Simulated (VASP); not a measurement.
# Si2W (AlB2 type) (P6/mmm) in VASP: further runs

The runs below take Si2W (AlB2 type) through relaxation of cell and atoms, with PBE.

All numbers are computed with VASP 6.6.1; they aren't measurements. Logs are shortened: lines on timing, memory, paths and dates and some standing lists are left out, and cuts for length are marked.

## Step 1: The cell of the first run

Symmetry: P6/mmm, No. 191, hexagonal system. The conventional cell has a = 3.254 Å, b = 3.254 Å, c = 3.579 Å, α = 90.00°, β = 90.00°, γ = 120.00°. W (site symmetry 6/mmm) has 12 Si at 2.59 Å and 6 W at 3.25 Å within 3.4 Å. Si (site symmetry -6m2) has 3 Si at 1.88 Å within 2.5 Å.

## Step 2: Relaxation of cell and atoms, PBE, target pressure 80 GPa, at which the enthalpy is minimised

The input, INCAR:

```
SYSTEM = Si2W
PREC = Accurate ; ENCUT = 600
EDIFF = 1E-7 ; ISMEAR = -1
SIGMA = 0.05 ; LREAL = .False.
LASPH = .True. ; NELM = 60
ALGO = Normal ; ISIF = 3
LWAVE = .False. ; LCHARG = .False.
GGA = PE ; IBRION = 2
NSW = 60 ; EDIFFG = -0.005
PSTRESS = 800.0
```

The input, KPOINTS:

```
regular mesh
0
Gamma
  10 10 8
  0 0 0
```

The input, POSCAR:

```
Si2W
1.0
    3.2535781182      0.0000000000      0.0000000000
   -1.6267890591      2.8176813036      0.0000000000
    0.0000000000      0.0000000000      3.5789359300
W Si
1 2
Direct
    0.0000000000      0.0000000000      0.0000000000
    0.3333333333      0.6666666667      0.5000000000
    0.6666666667      0.3333333333      0.5000000000
```

Potentials or basis: VASP PAW PBE potentials, release 64 (W_sv, Si).

On the command line:

```sh
$ cat potpaw_PBE.64/W_sv/POTCAR potpaw_PBE.64/Si/POTCAR > POTCAR
$ mpirun -np 1 vasp_std > vasp.out
```

OUTCAR:

```text
SYSTEM = Si2W
   PREC = Accurate
   ENCUT = 600
   EDIFF = 1E-7
   ISMEAR = -1
   LREAL = .False.
   LASPH = .True.
   NELM = 60
   ISIF = 3
   GGA = PE
   IBRION = 2
   NSW = 60
   EDIFFG = -0.005
   PSTRESS = 800.0

 ion  position               nearest neighbor table
   1  0.000  0.000  0.000-   2 2.59   3 2.59   2 2.59   3 2.59   3 2.59   3 2.59   2 2.59   2 2.59
                             3 2.59   3 2.59   2 2.59   2 2.59
   2  0.333  0.667  0.500-   3 1.88   3 1.88   3 1.88   1 2.59   1 2.59   1 2.59   1 2.59   1 2.59
                             1 2.59
   3  0.667  0.333  0.500-   2 1.88   2 1.88   2 1.88   1 2.59   1 2.59   1 2.59   1 2.59   1 2.59
                             1 2.59

  LATTYP: Found a hexagonal cell.
 ALAT       =     3.2535781182
 C/A-ratio  =     1.1000000000

  Lattice vectors:

 A1 = (   3.2535781182,   0.0000000000,   0.0000000000)
 A2 = (  -1.6267890591,   2.8176813036,   0.0000000000)
 A3 = (   0.0000000000,   0.0000000000,   3.5789359300)

Analysis of symmetry for initial positions (statically):
=====================================================================
 Subroutine PRICEL returns:
 Original cell was already a primitive cell.

 Routine SETGRP: Setting up the symmetry group for a
 hexagonal supercell.

 Subroutine GETGRP returns: Found 24 space group operations
 (whereof 24 operations were pure point group operations)
 out of a pool of 24 trial point group operations.

The static configuration has the point symmetry D_6h.

Analysis of symmetry for dynamics (positions and initial velocities):
=====================================================================
 Subroutine PRICEL returns:
 Original cell was already a primitive cell.

 Routine SETGRP: Setting up the symmetry group for a
 hexagonal supercell.

 Subroutine GETGRP returns: Found 24 space group operations
 (whereof 24 operations were pure point group operations)
 out of a pool of 24 trial point group operations.

The dynamic configuration has the point symmetry D_6h.

 Subroutine INISYM returns: Found 24 space group operations
 (whereof 24 operations are pure point group operations),
 and found     1 'primitive' translations

----------------------------------------------------------------------------------------

                                     Primitive cell

  volume of cell :      32.8101

  direct lattice vectors                    reciprocal lattice vectors
     3.253578118  0.000000000  0.000000000     0.307353923  0.177450870  0.000000000
[... 112 lines left out ...]
   LORBIT       =      0    0 simple, 1 ext, 2 COOP (PROOUT), +10 PAW based schemes
   GGA     = PE    functional components
   LHFCALC =     F    Hartree Fock is set to
   AEXX    =    0.0000 exact exchange contribution
   IVDW    =     0    specifies the selected vdW correction
   LEPSILON=     F    determine dielectric tensor
   LRPA    =     F    only Hartree local field effects (RPA)
 conjugate gradient relaxation of ions
 non-spin polarized calculation
  energy-cutoff  :      600.00
  volume of cell :       32.81
 maximum number of plane-waves:      1143
 NGX is ok and might be reduce to    28

--------------------------------------- Ionic step        1  -------------------------------------------

 number of electron      21.9999998 magnetization

 Free energy of the ion-electron system (eV)
  ---------------------------------------------------
  ext. energy  EPLUGINS =         0.00000000
  ---------------------------------------------------
  free energy    TOTEN  =       -15.65059961 eV

  energy without entropy =      -15.63530317  energy(sigma->0) =      -15.64295139

------------------------ aborting loop because EDIFF is reached ----------------------------------------

  FORCE on cell =-STRESS in cart. coord.  units (eV):
  Direction    XX          YY          ZZ          XY          YZ          ZX
  --------------------------------------------------------------------------------------
  -------------------------------------------------------------------------------------
  Total       32.8339502     32.8339502     10.4957535      0.0000000      0.0000000      0.0000000
  in kB     1603.3439033   1603.3439034    512.5274989      0.0000000      0.0000000      0.0000000
  external PRESSURE =     439.7384352 kB  Pullay stress =     800.0000000 kB
[... 26 lines left out ...]
--------------------------------------- Ionic step        2  -------------------------------------------

 number of electron      21.9999997 magnetization

 E-fermi :   9.8543     XC(G=0): -11.7534

 val. band max:        9.8469127266   @ k =   0.5000   0.0000   0.0000
 cond. band min:       9.8549805689   @ k =   0.1000   0.0000   0.2500
 fundamental gap:      0.0080678423
 Fermi energy:         9.8543136067

 k-point     1 :       0.0000    0.0000    0.0000
  band No.  band energies     occupation
      1     -64.5255      2.00000
      2     -28.6759      2.00000
      3     -28.6654      2.00000
      4     -28.6654      2.00000
      5      -3.3068      2.00000
      6       4.9860      2.00000
      7       4.9860      2.00000
      8       6.7568      2.00000
      9       7.6119      2.00000
     10       9.8313      1.22580
     11       9.8313      1.22580
     12      10.0013      0.10054
     13      10.1965      0.00213
     14      10.1965      0.00213
[... 488 lines left out ...]
  energy  without entropy=      -20.1130108530  energy(sigma->0) =      -20.12169022

  enthalpy is  TOTEN    =        -0.7280391784 eV   P V=       19.4023303993

[... ionic steps 4 to 10 ...]

--------------------------------------- Ionic step       11  -------------------------------------------

 number of electron      22.0000001 magnetization

------------------------ aborting loop because EDIFF is reached ----------------------------------------
[... 73 lines left out ...]
--------------------------------------- Ionic step       13  -------------------------------------------

 number of electron      22.0000001 magnetization

 Free energy of the ion-electron system (eV)
  ---------------------------------------------------
  ext. energy  EPLUGINS =         0.00000000
  ---------------------------------------------------
  free energy    TOTEN  =       -20.85856123 eV

  energy without entropy =      -20.84632604  energy(sigma->0) =      -20.85244364

 E-fermi :  15.6270     XC(G=0): -13.5592

 val. band max:       15.6093932897   @ k =   0.4000   0.2000   0.2500
 cond. band min:      15.6294242959   @ k =   0.2000   0.1000   0.5000
 fundamental gap:      0.0200310061
 Fermi energy:        15.6270046599

 k-point     1 :       0.0000    0.0000    0.0000
  band No.  band energies     occupation
      1     -58.5507      2.00000
      2     -23.0233      2.00000
      3     -23.0233      2.00000
      4     -21.9014      2.00000
      5      -0.8314      2.00000
      6       7.4396      2.00000
      7       7.4396      2.00000
      8       9.6948      2.00000
      9      10.9137      2.00000
     10      14.3976      2.00000
     11      14.3976      2.00000
     12      18.2051      0.00000
     13      18.2051      0.00000
     14      20.7015      0.00000
[... 449 lines left out ...]
  energy  without entropy=      -20.8463260448  energy(sigma->0) =      -20.85244364

  enthalpy is  TOTEN    =        -4.4399759703 eV   P V=       16.4185852561

 reached required accuracy - stopping structural energy minimisation
```

CONTCAR:

```text
Si2W
   1.00000000000000
     3.9263116446773099   -0.0000000000000000   -0.0000000000000000
    -1.9631558223386549    3.4002856276355033    0.0000000000000000
    -0.0000000000000000    0.0000000000000000    2.4629532021517258
  W               Si
     1     2
Direct
     0.0000000000000000    0.0000000000000000    0.0000000000000000
     0.3333333332999970    0.6666666667000030    0.5000000000000000
     0.6666666667000030    0.3333333332999970    0.5000000000000000

  0.00000000E+00  0.00000000E+00  0.00000000E+00
  0.00000000E+00  0.00000000E+00  0.00000000E+00
  0.00000000E+00  0.00000000E+00  0.00000000E+00
```

Run time: 3.9 min. Hardware: 1 thread of AMD EPYC 9R45 (Zen 5), shared host; peak memory 0.17 GiB.

What came out:

* Free energy: -20.8586 eV
* Relaxed volume: 10.96 Å³/atom
* Relaxed cell: a = 3.926 Å, b = 3.926 Å, c = 2.463 Å, α = 90.00°, β = 90.00°, γ = 120.00°
* Space group after relaxing (to 0.05 Å): P6/mmm (No. 191)
* Energy change on relaxing (the enthalpy is what falls): -1736.0 meV/atom
* Ionic steps: 13
* Pressure after relaxing: 80.0 GPa
* Band gap on the k mesh: zero (band 11 reaches 17.18 eV, above the bottom of band 12 at 13.22 eV)

Step by step:
| step | energy change (eV) | largest force (eV/Å) | pressure (GPa) | volume (Å³) |
| --- | --- | --- | --- | --- |
| 1 | 0.0000 | 0.0000 | 123.97 | 32.81 |
| 2 | -5.9614 | 0.0000 | -14.08 | 47.50 |
| 3 | -4.4798 | 0.0000 | 34.99 | 38.86 |
| 4 | -6.0307 | 0.0000 | 48.91 | 35.24 |
| 5 | -5.5265 | 0.0000 | 70.31 | 33.80 |
| 6 | -5.8666 | 0.0000 | 59.33 | 34.42 |
| 7 | -3.5472 | 0.0000 | 123.88 | 30.43 |
| 8 | -5.3020 | 0.0000 | 76.76 | 33.08 |
| 9 | -5.2738 | 0.0000 | 77.59 | 33.02 |
| 10 | -5.1800 | 0.0000 | 81.03 | 32.83 |
| 11 | -5.2139 | 0.0000 | 79.85 | 32.89 |
| 12 | -5.2031 | 0.0000 | 80.16 | 32.87 |
| 13 | -5.2080 | 0.0000 | 80.02 | 32.88 |

Final structure:
```yaml
crystal:
  lattice:
    - [3.92631, 0.00000, 0.00000]
    - [-1.96316, 3.40029, 0.00000]
    - [0.00000, 0.00000, 2.46295]
  atoms:
    - { symbol: W, position: [0.00000, 0.00000, 0.00000] }
    - { symbol: Si, position: [0.33333, 0.66667, 0.50000] }
    - { symbol: Si, position: [0.66667, 0.33333, 0.50000] }
```

Caveat: the cell is relaxed towards a set pressure, so the enthalpy falls and the energy may rise; spin-orbit coupling is left out, which moves the levels of the heavy elements.

## Step 3: Relaxation of cell and atoms, PBE, target pressure 80 GPa, at which the enthalpy is minimised

This run uses another cell than the first one, of the same volume but with other edges.

The input, INCAR:

```
SYSTEM = Si2W
ALGO = Normal
EDIFF = 1E-6
EDIFFG = -0.005
ENCUT = 600
GGA = PE
IBRION = 2
ISIF = 3
ISMEAR = -1
LASPH = .TRUE.
LCHARG = .FALSE.
LREAL = .FALSE.
LWAVE = .FALSE.
NELM = 80
NSW = 32
PREC = Accurate
PSTRESS = 800.0
SIGMA = 0.05
```

The input, KPOINTS:

```
k-points
0
G
  10 10 8
  0 0 0
```

The input, POSCAR:

```
Si2W
1.0
    3.9269626186      0.0000000000      0.0000000000
   -1.9634813093      3.4008493874      0.0000000000
    0.0000000000      0.0000000000      2.4602018792
W Si
1 2
Direct
    0.0000000000      0.0000000000      0.0000000000
    0.3333333333      0.6666666667      0.5000000000
    0.6666666667      0.3333333333      0.5000000000
```

Potentials or basis: VASP PAW PBE potentials, release 64 (W_sv, Si).

On the command line:

```sh
$ cat potpaw_PBE.64/W_sv/POTCAR potpaw_PBE.64/Si/POTCAR > POTCAR
$ mpirun -np 1 vasp_std > vasp.out
```

Run time: 58 s. Hardware: 1 thread of AMD EPYC 9R45 (Zen 5), shared host; peak memory 0.16 GiB.

The run converged. Its results:

| Quantity | Value |
| --- | --- |
| Free energy | -20.8625 eV |
| Relaxed volume | 10.96 Å³/atom |
| Relaxed cell | a = 3.927 Å, b = 3.927 Å, c = 2.463 Å, α = 90.00°, β = 90.00°, γ = 120.00° |
| Space group after relaxing (to 0.05 Å) | P6/mmm (No. 191) |
| Energy change on relaxing (the enthalpy is what falls) | -4.8 meV/atom |
| Ionic steps | 5 |
| Pressure after relaxing | 80.0 GPa |
| Band gap on the k mesh | zero (band 11 reaches 17.18 eV, above the bottom of band 12 at 13.22 eV) |

The path:
```csv
step,energy change (eV),largest force (eV/Å),pressure (GPa),volume (Å³)
1,0.0000,0.0000,80.48,32.86
2,-0.0767,0.0000,78.05,33.01
3,-0.0188,0.0000,79.89,32.89
4,-0.0092,0.0000,80.16,32.87
5,-0.0143,0.0000,80.02,32.88
```

Final structure:
```
W Si
1.0
     3.92660    0.00000    0.00000
    -1.96330    3.40053    0.00000
     0.00000    0.00000    2.46278
W Si
1 2
Cartesian
  0.0000 0.0000 0.0000
  0.0000 2.2670 1.2314
  1.9633 1.1335 1.2314
```

Levels at points of the mesh, in eV from the Fermi level:
| k point | band 9 | band 10 | band 11 | band 12 | band 13 | band 14 |
| --- | --- | --- | --- | --- | --- | --- |
| (0.00, 0.00, 0.00) | -4.72 | -1.23 | -1.23 | 2.58 | 2.58 | 5.07 |
| (0.50, 0.00, 0.00) | -3.63 | -3.03 | 1.31 | 2.27 | 3.99 | 4.07 |
| (0.00, 0.00, 0.50) | -3.30 | -3.30 | -2.41 | -2.41 | -0.96 | 3.68 |
| (0.50, 0.00, 0.50) | -6.86 | -0.94 | -0.41 | 1.03 | 1.34 | 2.22 |

Caveat: the cell is relaxed towards a set pressure, so the enthalpy falls and the energy may rise; spin-orbit coupling is left out, which moves the levels of the heavy elements.
